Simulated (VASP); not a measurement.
Os, 2 atoms in the cell. The structure is cubic, space group Fd-3m (No. 227). The conventional cell has a = 5.481 Å, b = 5.481 Å, c = 5.481 Å, α = 90.00°, β = 90.00°, γ = 90.00°. Within 3.1 Å of Os (site symmetry -43m) lie 4 Os at 2.37 Å.  This cell differs from its parent crystal: volume scaled by 0.96.

```yaml
Program: VASP 6.6.1
Task: single point
Functional: PBE
Potentials_or_basis: VASP PAW PBE potentials, release 64 (Os)
Cutoff: 520 eV
k_mesh: 11 × 11 × 11
Occupations: fermi-dirac, width 0.1 eV
Spin: no spin polarisation
Dipole_correction: no
Further_INCAR_settings: ALGO = Normal; EDIFF = 1e-06; NBANDS = 15
```

Potentials or basis: VASP PAW PBE potentials, release 64 (Os).

Command:

```sh
$ cat potpaw_PBE.64/Os/POTCAR > POTCAR
$ mpirun -np 1 vasp_std > vasp.out
```

Hardware: 1 thread of Intel(R) Xeon(R) 6975P-C (Granite Rapids) (shared host).

How long does it take, and how much memory?

Wall time 17 s on 1 thread of Intel(R) Xeon(R) 6975P-C (Granite Rapids), on a shared host, peak memory 0.18 GiB. Counts: scf iterations 11, k points 56.
